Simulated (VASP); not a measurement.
# AlO5 (R-3m) in VASP: a series of runs, part 2 of 2

VASP 6.6.1. The steps go on from the part before.

**3. Single point, PBE**

This run uses another cell than the first one, of 11.77 Å³/atom.

Input file INCAR:

```
SYSTEM = AlO5
PREC     = Accurate       ! precision mode
ENCUT    = 520            ! plane-wave cutoff, eV
EDIFF    = 1E-6           ! SCF threshold, eV
ISMEAR   = 0              ! smearing method
SIGMA    = 0.1            ! smearing width, eV
LREAL    = .False.        ! projectors in reciprocal space
LASPH    = .True.         ! aspherical terms in the spheres
NELM     = 60             ! most SCF steps
ALGO     = Normal         ! electronic algorithm
ISIF     = 2              ! what is computed and relaxed
LWAVE    = .False.        ! write WAVECAR
LCHARG   = .True.         ! write CHGCAR
GGA      = PE             ! functional
LELF     = .True.         ! ELF
LVHAR    = .True.       
NBANDS   = 26             ! bands
```

Input file KPOINTS:

```
Automatic mesh
0
Gamma
  6 6 6
  0 0 0
```

Input file POSCAR:

```
AlO5
1.0
    2.6214660900      1.5135041500      2.9655536600
   -2.6214660900      1.5135041500      2.9655536600
    0.0000000000     -3.0270083000      2.9655536600
Al O
1 5
Direct
    0.5000000000      0.5000000000      0.5000000000
    0.5000000000      0.5000000000      0.0000000000
    0.0000000000      0.5000000000      0.5000000000
    0.5000000000      0.0000000000      0.5000000000
    0.7202809200      0.7202809200      0.7202809200
    0.2797190800      0.2797190800      0.2797190800
```

Potentials or basis: VASP PAW PBE potentials, release 64 (Al, O).

Launch:

```bash
cat potpaw_PBE.64/Al/POTCAR potpaw_PBE.64/O/POTCAR > POTCAR
mpirun -np 1 vasp_std > vasp.out
```

OUTCAR:

```text
SYSTEM = AlO5
   PREC = Accurate
   ENCUT = 520
   EDIFF = 1E-6
   ISMEAR = 0
   LREAL = .False.
   LASPH = .True.
   NELM = 60
   ISIF = 2
   GGA = PE

 ion  position               nearest neighbor table
   1  0.500  0.500  0.500-   5 1.96   6 1.96   2 2.12   2 2.12   4 2.12   3 2.12   4 2.12   3 2.12

   2  0.500  0.500  0.000-   5 1.59   6 1.59   1 2.12   1 2.12
   3  0.000  0.500  0.500-   5 1.59   6 1.59   1 2.12   1 2.12
   4  0.500  0.000  0.500-   5 1.59   6 1.59   1 2.12   1 2.12
   5  0.720  0.720  0.720-   2 1.59   3 1.59   4 1.59   1 1.96
   6  0.280  0.280  0.280-   2 1.59   3 1.59   4 1.59   1 1.96

  LATTYP: Found a trigonal (rhomboedric) cell.
 ALAT       =     4.2376040145
 COS(alpha) =     0.2346188863

  Lattice vectors:

 A1 = (   2.6214660900,   1.5135041500,   2.9655536600)
 A2 = (  -2.6214660900,   1.5135041500,   2.9655536600)
 A3 = (   0.0000000000,  -3.0270083000,   2.9655536600)

Analysis of symmetry for initial positions (statically):
=====================================================================
 Subroutine PRICEL returns:
 Original cell was already a primitive cell.

 Routine SETGRP: Setting up the symmetry group for a
 trigonal (rhombohedral) supercell.

 Subroutine GETGRP returns: Found 12 space group operations
 (whereof 12 operations were pure point group operations)
 out of a pool of 12 trial point group operations.

The static configuration has the point symmetry D_3d.

Analysis of symmetry for dynamics (positions and initial velocities):
=====================================================================
 Subroutine PRICEL returns:
 Original cell was already a primitive cell.

 Routine SETGRP: Setting up the symmetry group for a
 trigonal (rhombohedral) supercell.

[... 124 lines left out ...]
   NUPDOWN=      -1.0000    fix difference up-down
   EMIN   =  10.00;   EMAX   =-10.00  energy-range for DOS
   EFERMI =   0.00;   METHOD = LEGACY
   ISMEAR =     0;   SIGMA  =   0.10  broadening in eV -4-tet -1-fermi 0-gaus
   EFERMI_NEDOS =   21; number of points for ismear=-14 and -15
   IALGO  =     38    algorithm
   IMIX   =      4    mixing-type and parameters
     AMIX     =   0.40;   BMIX     =  1.00
     AMIX_MAG =   1.60;   BMIX_MAG =  1.00
  volume/ion in A,a.u.               =      11.77        79.40
  Fermi-wavevector in a.u.,A,eV,Ry     =   1.270529  2.400951 21.963115  1.614243
  Thomas-Fermi vector in A             =   2.403511
   LORBIT       =      0    0 simple, 1 ext, 2 COOP (PROOUT), +10 PAW based schemes
   GGA     = PE    functional components
   LHFCALC =     F    Hartree Fock is set to
   AEXX    =    0.0000 exact exchange contribution
   IVDW    =     0    specifies the selected vdW correction
   LEPSILON=     F    determine dielectric tensor
   LRPA    =     F    only Hartree local field effects (RPA)
 non-spin polarized calculation
 Gauss-broadening in eV      SIGMA  =   0.10
  energy-cutoff  :      520.00
  volume of cell :       70.60
 maximum number of plane-waves:      1920
   NGX = 15   NGY = 15   NGZ = 15

 number of electron      33.0000010 magnetization

 Free energy of the ion-electron system (eV)
  ---------------------------------------------------
  ext. energy  EPLUGINS =         0.00000000
  ---------------------------------------------------
  free energy    TOTEN  =       -26.48777464 eV

  energy without entropy =      -26.48045558  energy(sigma->0) =      -26.48411511

 E-fermi :   2.3367     XC(G=0):  -9.1962

 val. band max:        2.2894286026   @ k =  -0.3333   0.3333   0.3333
 cond. band min:       2.4802188906   @ k =   0.5000   0.5000   0.0000
 fundamental gap:      0.1907902879
 Fermi energy:         2.3367485251

 k-point     1 :       0.0000    0.0000    0.0000
  band No.  band energies     occupation
      1     -21.6975      2.00000
      2     -18.5958      2.00000
      3     -16.8973      2.00000
      4     -16.8973      2.00000
      5     -10.1734      2.00000
      6      -7.0376      2.00000
[... 685 lines left out ...]
     25      14.0087      0.00000
     26      14.2628      0.00000

 [... further k-points ...]
[... 5 lines left out ...]
  --------------------------------------------------------------------------------------
  -------------------------------------------------------------------------------------
  Total       15.5686960     15.5686959     -6.6181518      0.0000000      0.0000000      0.0000000
  in kB      353.3278922    353.3278909   -150.1973976      0.0000000      0.0000000      0.0000000
  external PRESSURE =     185.4861285 kB  Pullay stress =       0.0000000 kB

 VOLUME and BASIS-vectors are now :
 -----------------------------------------------------------------------------
  energy-cutoff  :      520.00
  volume of cell :       70.60
      direct lattice vectors                 reciprocal lattice vectors
     2.621466090  1.513504150  2.965553660     0.190732965  0.110119729  0.112401720
    -2.621466090  1.513504150  2.965553660    -0.190732965  0.110119729  0.112401720
     0.000000000 -3.027008300  2.965553660     0.000000000 -0.220239458  0.112401720

 POSITION                                       TOTAL-FORCE (eV/Angst)
 -----------------------------------------------------------------------------------
      0.00000      0.00000      4.44833        -0.000000      0.000000      0.000000
      0.00000      1.51350      2.96555         0.000000      0.000000     -0.000000
     -1.31073     -0.75675      2.96555        -0.000000      0.000000      0.000000
      1.31073     -0.75675      2.96555         0.000000      0.000000      0.000000
      0.00000      0.00000      6.40810        -0.000000     -0.000000      3.814283
      0.00000      0.00000      2.48857        -0.000000     -0.000000     -3.814283
 -----------------------------------------------------------------------------------
    total drift:                                0.000000      0.000000     -0.000000

  FREE ENERGIE OF THE ION-ELECTRON SYSTEM (eV)
  ---------------------------------------------------
  free  energy   TOTEN  =       -26.4877746437 eV

  energy  without entropy=      -26.4804555825  energy(sigma->0) =      -26.48411511
```

OSZICAR:

```text
N       E                     dE             d eps       ncg     rms          rms(c)
DAV:   1     0.193176869783E+03    0.19318E+03   -0.17170E+04  1688   0.117E+03
DAV:   2    -0.160848031854E+02   -0.20926E+03   -0.19621E+03  2290   0.271E+02
DAV:   3    -0.284496145447E+02   -0.12365E+02   -0.12082E+02  1876   0.680E+01
DAV:   4    -0.285713066961E+02   -0.12169E+00   -0.12158E+00  1896   0.746E+00
DAV:   5    -0.285730138611E+02   -0.17072E-02   -0.17070E-02  1870   0.850E-01    0.108E+01
DAV:   6    -0.267209296834E+02    0.18521E+01   -0.31727E+00  1722   0.118E+01    0.514E+00
DAV:   7    -0.265184435525E+02    0.20249E+00   -0.32898E-01  1874   0.543E+00    0.236E+00
DAV:   8    -0.264872339659E+02    0.31210E-01   -0.79429E-02  1806   0.233E+00    0.961E-01
DAV:   9    -0.264873229834E+02   -0.89017E-04   -0.25060E-02  1732   0.119E+00    0.209E-01
DAV:  10    -0.264875330094E+02   -0.21003E-03   -0.10906E-03  1928   0.328E-01    0.118E-01
DAV:  11    -0.264877719857E+02   -0.23898E-03   -0.39728E-04  1710   0.142E-01    0.124E-02
DAV:  12    -0.264877738863E+02   -0.19006E-05   -0.15374E-05  1954   0.267E-02    0.782E-03
DAV:  13    -0.264877746437E+02   -0.75741E-06   -0.78920E-07  1226   0.612E-03
   1 F= -.26487775E+02 E0= -.26484115E+02  d E =-.731906E-02
```

Wall time 60 s (1 thread of Intel Xeon 8259CL, shared host); peak memory 0.19 GiB.

Results:

```
Free energy            : -26.4878 eV
Pressure               : 18.5 GPa
Largest force          : 3.814 eV/Å
Band gap on the k mesh : zero (an odd number of electrons rules out a gap without spin polarisation)
```

Forces in eV/Å, atoms in the order of the input:
```
Al   0.000  0.000  0.000
O    0.000  0.000  0.000
O    0.000  0.000  0.000
O    0.000  0.000  0.000
O    0.000  0.000  3.814
O    0.000  0.000 -3.814
```

Caveat: the stress differs along the axes, from -15 to 35 GPa; an odd number of electrons without spin polarisation forces a metal; a magnetic or distorted state may lie lower.

**4. Relaxation of cell and atoms, PBE**

This run uses another cell than the first one, of 11.77 Å³/atom.

Input file INCAR:

```
ALGO = Normal
EDIFF = 1E-7
EDIFFG = -0.04
ENCUT = 600
GGA = PE
IBRION = 2
ISIF = 3
ISMEAR = 0
LASPH = T
LCHARG = F
LREAL = F
LWAVE = F
NELM = 100
NSW = 90
PREC = Accurate
SIGMA = 0.1
```

Input file KPOINTS:

```
k-points
0
Gamma
  6 6 6
```

POSCAR is that of step 3.

Launch:

```bash
cat potpaw_PBE.64/Al/POTCAR potpaw_PBE.64/O/POTCAR > POTCAR
mpirun -np 1 vasp_std > vasp.out
```

Run time: 14 min. Hardware: 1 thread of Intel Xeon 8259CL, shared host; peak memory 0.24 GiB.

It converged, with:

| Property | Result |
| --- | --- |
| Free energy | -30.1151 eV |
| Relaxed volume | 9.47 Å³/atom |
| Relaxed cell | a = 3.852 Å, b = 3.852 Å, c = 3.852 Å, α = 86.19°, β = 86.19°, γ = 86.19° |
| Space group after relaxing (to 0.1 Å) | R-3m (No. 166) |
| Energy gained by relaxing | 602.7 meV/atom |
| Ionic steps | 15 |
| Pressure after relaxing | 0.0 GPa |
| Largest force after relaxing | 0.028 eV/Å |
| Band gap on the k mesh | zero (an odd number of electrons rules out a gap without spin polarisation) |

Forces in eV/Å, atoms in the order of the input:
```
Al   0.000  0.000  0.000
O    0.000  0.000  0.000
O    0.000  0.000  0.000
O    0.000  0.000  0.000
O    0.000  0.000  0.028
O    0.000  0.000 -0.028
```

Stress tensor (GPa, compression positive):
```
-0.24  0.00  0.00
 0.00 -0.24  0.00
 0.00  0.00  0.55
```

Step by step:
```
step  energy change (eV)  largest force (eV/Å)  pressure (GPa)  volume (Å³)
   1              0.0000                3.8049           18.38        70.60
   2             -1.8660                0.5703          -14.06        84.48
   3             -1.9417                0.0921           -9.78        81.44
   4             -2.6157                1.1124           -3.83        74.55
   5             -2.6828                1.7403           -0.69        72.25
   6             -2.9679                1.1610           -2.65        69.61
   7             -3.3647                0.0479           -4.92        61.93
   8             -3.4756                0.4970            5.82        55.99
   9             -3.4807                0.4072            3.72        56.93
  10             -3.5898                0.1188            1.67        55.68
  11             -3.5927                0.2412            1.39        55.40
  12             -3.6082                0.2164           -0.56        56.42
  13             -3.6105                0.2035           -1.57        57.00
  14             -3.6160                0.0924            0.46        56.74
  15             -3.6164                0.0284            0.02        56.79
```

Final structure:
```xyz
6
Lattice="2.6319 1.5195 2.3670 -2.6319 1.5195 2.3670 0.0000 -3.0390 2.3670" Properties=species:S:1:pos:R:3 pbc="T T T"
Al    0.0000    0.0000    3.5505
O     0.0000    1.5195    2.3670
O    -1.3159   -0.7597    2.3670
O     1.3159   -0.7597    2.3670
O     0.0000    0.0000    5.7234
O     0.0000    0.0000    1.3775
```

Levels at points of the mesh, in eV from the Fermi level:
```
           k point  band 15  band 16  band 17  band 18  band 19  band 20
(0.00, 0.00, 0.00)    -1.08    -1.08    -0.73     3.01     3.15     3.15
(0.50, 0.00, 0.00)    -0.61    -0.59    -0.39     2.62     2.65     3.17
(0.50, 0.50, 0.00)    -0.42    -0.03     0.23     2.81     3.08     3.27
(0.50, 0.50, 0.50)    -0.57    -0.57    -0.05     2.76     3.21     3.21
```

Caveat: the volume moved by over 15 % at a fixed basis, so the end points are rough; an odd number of electrons without spin polarisation forces a metal; a magnetic or distorted state may lie lower.

**5. Overview**

```tsv
task	cell	cutoff (eV)	gap on the mesh (eV)	pressure (GPa)	largest force (eV/Å)
single point	a = 3.857 Å, angles 86.1°, 6 atoms, atomic positions A	520	none	-0.1	0.04
single point	a = 4.238 Å, angles 76.4°, 6 atoms, atomic positions B	520	none	18.5	3.81
relaxation of cell and atoms	relaxed from a = 4.238 Å, angles 76.4°, 6 atoms, atomic positions B	600	none	0.0	0.03
```

Alike in all rows: level PBE; potentials or basis VASP PAW PBE potentials, release 64 (Al, O); no spin polarisation; k mesh 6 × 6 × 6; smearing gaussian 0.1 eV.

Caveats: an odd number of electrons without spin polarisation forces a metal; a magnetic or distorted state may lie lower; the stress differs along the axes, from -15 to 35 GPa (at least some runs); the volume moved by over 15 % at a fixed basis, so the end points are rough (at least some runs).

Absolute energies hang on the potentials; compare differences alone.

The gap in the log of VASP goes by the Fermi energy; the results here count the filled bands.